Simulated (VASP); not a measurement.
# CoO (C2/m) in VASP: single point with revPBE+D3(BJ)+U

Aim: the single point of CoO with revPBE+D3(BJ)+U.

All numbers are computed with VASP 6.6.1; they aren't measurements. Logs are shortened: lines on timing, memory, paths and dates and some standing lists are left out, and cuts for length are marked.

**1. The cell of the first run**

The typed cell holds 2 atoms: a = 3.031 Å, b = 3.001 Å, c = 3.031 Å, α = 120.31°, β = 119.98°, γ = 90.04°.

**2. Single point, revPBE+D3(BJ)+U, collinear spin, ferromagnetic start (9.70 Å³/atom)**

Contents of INCAR:

```
ALGO = Normal
EDIFF = 1E-6
ENCUT = 700
GGA = RE
GGA_COMPAT = F
ISIF = 2
ISMEAR = 0
ISPIN = 2
IVDW = 12
LASPH = T
LCHARG = F
LDAU = T
LDAUJ = 0 0
LDAUL = 2 -1
LDAUPRINT = 1
LDAUTYPE = 2
LDAUU = 3.3 0
LMAXMIX = 4
LORBIT = 11
LREAL = F
LWAVE = F
MAGMOM = 2.87 0.25
NBANDS = 22
NELM = 200
PREC = Accurate
SIGMA = 0.05
```

Contents of KPOINTS:

```
k-points
0
Gamma
  10 10 10
```

Contents of POSCAR:

```
CoO
1.0
   -1.5157058974      1.5159105130      2.1424411874
    1.4858557373     -1.5159105130      2.1211045484
    1.5157058974      1.5159105130     -2.1424411874
Co O
1 1
Direct
    0.0000000000      0.0000000000      0.0000000000
    0.5000000000      0.5000000000      0.0000000000
```

Potentials or basis: VASP PAW PBE potentials, release 64 (Co_sv, O).

Started as:

```sh
cat potpaw_PBE.64/Co_sv/POTCAR potpaw_PBE.64/O/POTCAR > POTCAR
mpirun -np 1 vasp_std > vasp.out
```

OUTCAR:

```text
EDIFF = 1E-6
   ENCUT = 700
   GGA = RE
   ISIF = 2
   ISMEAR = 0
   ISPIN = 2
   IVDW = 12
   LASPH = T
   LORBIT = 11
   LREAL = F
   NELM = 200
   PREC = Accurate
 IVDW          = 12

 ion  position               nearest neighbor table
   1  0.000  0.000  0.000-   2 2.13   2 2.13   2 2.13   2 2.13   2 2.13   2 2.13
   2  0.500  0.500  0.000-   1 2.13   1 2.13   1 2.13   1 2.13   1 2.13   1 2.13

  LATTYP: Found a base centered monoclinic cell.
 ALAT       =     5.1795180383
 B/A-ratio  =     0.5853480968
 C/A-ratio  =     0.5795206132
 COS(beta)  =    -0.5679063841

  Lattice vectors:

 A1 = (  -1.4858557373,  -1.5159105130,  -2.1211045484)
 A2 = (  -1.4858557373,   1.5159105130,  -2.1211045484)
 A3 = (   3.0015616347,   0.0000000000,  -0.0213366390)

Analysis of symmetry for initial positions (statically):
=====================================================================
 Subroutine PRICEL returns:
 Original cell was already a primitive cell.

 Routine SETGRP: Setting up the symmetry group for a
 base centered monoclinic supercell.

 Subroutine GETGRP returns: Found  4 space group operations
 (whereof  4 operations were pure point group operations)
 out of a pool of  4 trial point group operations.

The static configuration has the point symmetry C_2h.

Analysis of symmetry for dynamics (positions and initial velocities):
=====================================================================
 Subroutine PRICEL returns:
 Original cell was already a primitive cell.

 Routine SETGRP: Setting up the symmetry group for a
 base centered monoclinic supercell.

 Subroutine GETGRP returns: Found  4 space group operations
 (whereof  4 operations were pure point group operations)
 out of a pool of  4 trial point group operations.

The dynamic configuration has the point symmetry C_2h.

Analysis of structural, dynamic, and magnetic symmetry:
=====================================================================
[... 176 lines left out ...]
  o =  0.0960  v =  0.0000  0.0000  0.0000  0.0000  0.0000  0.0000  0.0000 -0.9814 -0.1601  0.1058      0.0000  0.0000  0.0000  0.0000  0.0000  0.0000  0.0000  0.0000  0.0000  0.0000
  o =  0.4627  v =  0.0000  0.0000  0.0000  0.0000  0.0000  0.1814 -0.9834 -0.0000 -0.0000  0.0000      0.0000  0.0000  0.0000  0.0000  0.0000  0.0000  0.0000  0.0000  0.0000  0.0000
  o =  0.4647  v =  0.0000  0.0000  0.0000  0.0000  0.0000  0.0000  0.0000  0.1918 -0.8013  0.5666      0.0000  0.0000  0.0000  0.0000  0.0000  0.0000  0.0000  0.0000  0.0000  0.0000
  o =  0.9045  v =  0.0000  0.0000  0.0000  0.0000  0.0000  0.0000 -0.0000  0.0059 -0.5764 -0.8171      0.0000  0.0000  0.0000  0.0000  0.0000  0.0000  0.0000  0.0000  0.0000  0.0000
  o =  0.9218  v =  0.0000 -0.0000 -0.0037  0.5704  0.8214  0.0000  0.0000  0.0000  0.0000  0.0000      0.0000  0.0000  0.0000  0.0000  0.0000  0.0000  0.0000  0.0000  0.0000  0.0000
  o =  0.9264  v =  0.0000 -0.0000 -0.0061 -0.8214  0.5704  0.0000  0.0000  0.0000  0.0000  0.0000      0.0000  0.0000  0.0000  0.0000  0.0000  0.0000  0.0000  0.0000  0.0000  0.0000
  o =  0.9265  v =  0.0117  0.9999  0.0000 -0.0000  0.0000  0.0000  0.0000  0.0000  0.0000  0.0000      0.0000  0.0000  0.0000  0.0000  0.0000  0.0000  0.0000  0.0000  0.0000  0.0000
  o =  0.9550  v = -0.9999  0.0117  0.0000 -0.0000  0.0000  0.0000  0.0000  0.0000  0.0000  0.0000      0.0000  0.0000  0.0000  0.0000  0.0000  0.0000  0.0000  0.0000  0.0000  0.0000
  o =  0.9557  v =  0.0000 -0.0000  1.0000 -0.0029  0.0065  0.0000  0.0000  0.0000  0.0000  0.0000      0.0000  0.0000  0.0000  0.0000  0.0000  0.0000  0.0000  0.0000  0.0000  0.0000

 number of electron      23.0000013 magnetization       3.0000107

 Free energy of the ion-electron system (eV)
  ---------------------------------------------------
  ext. energy  EPLUGINS =         0.00000000
  ---------------------------------------------------
  free energy    TOTEN  =       -10.53200698 eV

  energy without entropy =      -10.52947053  energy(sigma->0) =      -10.53073876

 E-fermi :   8.9999     XC(G=0): -12.4901

 val. band max:        8.9986615871   @ k =   0.4000   0.2000   0.0000
 cond. band min:       9.0000567521   @ k =   0.2000   0.3000   0.2000
 fundamental gap:      0.0013951650
 Fermi energy:         8.9999285618

 spin component 1

 k-point     1 :       0.0000    0.0000    0.0000
  band No.  band energies     occupation
      1     -88.1787      1.00000
      2     -51.7724      1.00000
      3     -51.2932      1.00000
      4     -51.0680      1.00000
      5     -11.0791      1.00000
      6       4.0241      1.00000
[... 1193 lines left out ...]
     21      38.0234      0.00000
     22      38.3257      0.00000

 [... further k-points ...]

------------------------ aborting loop because EDIFF is reached ----------------------------------------

 Edisp (eV)   -1.00775

 E8    (eV) :    -0.6635

  FORCE on cell =-STRESS in cart. coord.  units (eV):
  Direction    XX          YY          ZZ          XY          YZ          ZX
  --------------------------------------------------------------------------------------
  -------------------------------------------------------------------------------------
  Total      -0.25924    -0.34176    -0.84185     0.00000     0.00000    -0.07738
  in kB     -21.41118   -28.22678   -69.53075     0.00000     0.00000    -6.39066
  external pressure =      -39.72 kB  Pullay stress =        0.00 kB

 VOLUME and BASIS-vectors are now :
 -----------------------------------------------------------------------------
  energy-cutoff  :      700.00
  volume of cell :       19.40
      direct lattice vectors                 reciprocal lattice vectors
    -1.515705897  1.515910513  2.142441187     0.001667360  0.329834773  0.234558237
     1.485855737 -1.515910513  2.121104548     0.334843851  0.000000000  0.236890890
     1.515705897  1.515910513 -2.142441187     0.333176490  0.329834773  0.002332653

 POSITION                                       TOTAL-FORCE (eV/Angst)
 -----------------------------------------------------------------------------------
      0.00000      0.00000      0.00000         0.000000      0.000000      0.000000
     -0.01493      0.00000      2.13177         0.000000      0.000000     -0.000000
 -----------------------------------------------------------------------------------
    total drift:                                0.000000     -0.000000     -0.000000

  FREE ENERGIE OF THE ION-ELECTRON SYSTEM (eV)
  ---------------------------------------------------
  free  energy   TOTEN  =       -11.5397544801 eV

  energy  without entropy=      -11.5372180292  energy(sigma->0) =      -11.53848625

 total charge

# of ion       s       p       d       tot
------------------------------------------
    1        2.143   6.067   6.676  14.885
    2        1.552   3.465   0.000   5.016
--------------------------------------------------
tot          3.694   9.531   6.676  19.902

 magnetization (x)

# of ion       s       p       d       tot
------------------------------------------
    1        0.014   0.010   2.665   2.689
    2        0.025   0.221   0.000   0.246
--------------------------------------------------
tot          0.038   0.232   2.665   2.935
```

OSZICAR:

```text
N       E                     dE             d eps       ncg     rms          rms(c)
DAV:   1     0.268434438918E+03    0.26843E+03   -0.14647E+04 32382   0.290E+03
DAV:   2     0.125887501933E+00   -0.26831E+03   -0.25402E+03 37364   0.722E+02
[... 27 lines left out ...]
DAV:  30    -0.105320109360E+02   -0.29039E-04   -0.13538E-04 34540   0.766E-02    0.324E-02
DAV:  31    -0.105320102245E+02    0.71154E-06   -0.12378E-05 27928   0.340E-02    0.284E-02
DAV:  32    -0.105320031694E+02    0.70550E-05   -0.40657E-05 23194   0.453E-02    0.170E-02
DAV:  33    -0.105320043569E+02   -0.11875E-05   -0.29231E-05 30852   0.457E-02    0.589E-03
DAV:  34    -0.105320066520E+02   -0.22951E-05   -0.14660E-06 19126   0.116E-02    0.361E-03
DAV:  35    -0.105320069809E+02   -0.32895E-06   -0.59705E-07 13590   0.675E-03
   1 F= -.11539754E+02 E0= -.11538486E+02  d E =-.253645E-02  mag=     3.0000
```

stdout:

```text
POSCAR found type information on POSCAR CoO
 POSCAR found :  2 types and       2 ions
 scaLAPACK will be used
 -----------------------------------------------------------------------------
|                                                                             |
|                                                                             |
|     You enforced a specific xc type in the INCAR file but a different       |
|     I HOPE YOU KNOW WHAT YOU ARE DOING!                                     |
|                                                                             |
 -----------------------------------------------------------------------------

 LDA part: xc-table for (Slater+PW92), standard interpolation
 POSCAR, INCAR and KPOINTS ok, starting setup
 FFT: planning ... GRIDC
 FFT: planning ... GRID_SOFT
 FFT: planning ... GRID
 WAVECAR not read
 entering main loop
```

Run time: 20 min. Hardware: 1 thread of Intel Xeon Platinum 8175M at 2.50GHz (Skylake/Cascade Lake), shared host; peak memory 0.4 GiB.

Results:

```yaml
Free_energy: -11.5398 eV
Pressure: -4.0 GPa
Band_gap_on_the_k_mesh: zero (filled and empty bands overlap)
Net_moment: 3.00 μB per cell
Site_moments: Co +2.69; O +0.25 μB
Valence_electrons_inside_the_program's_atomic_spheres: Co 14.88; O 5.02
Dispersion_energy_per_atom: -0.504 eV
```

Stress tensor (GPa, compression positive):
```
-2.14  0.00 -0.64
 0.00 -2.82  0.00
-0.64  0.00 -6.95
```

Eigenvalues of the final occupation matrices:
| site | spin | trace | eigenvalues |
| --- | --- | --- | --- |
| site 1 d | 1 | 4.69 | 0.92 0.93 0.93 0.96 0.96 |
| site 1 d | 2 | 2.02 | 0.09 0.10 0.46 0.46 0.90 |

Caveat: the cell stands under tension; the PAW data sets were made with another functional, which shifts forces and pressure a little; a cell with one magnetic atom can't hold antiferromagnetic order, which such compounds often take.
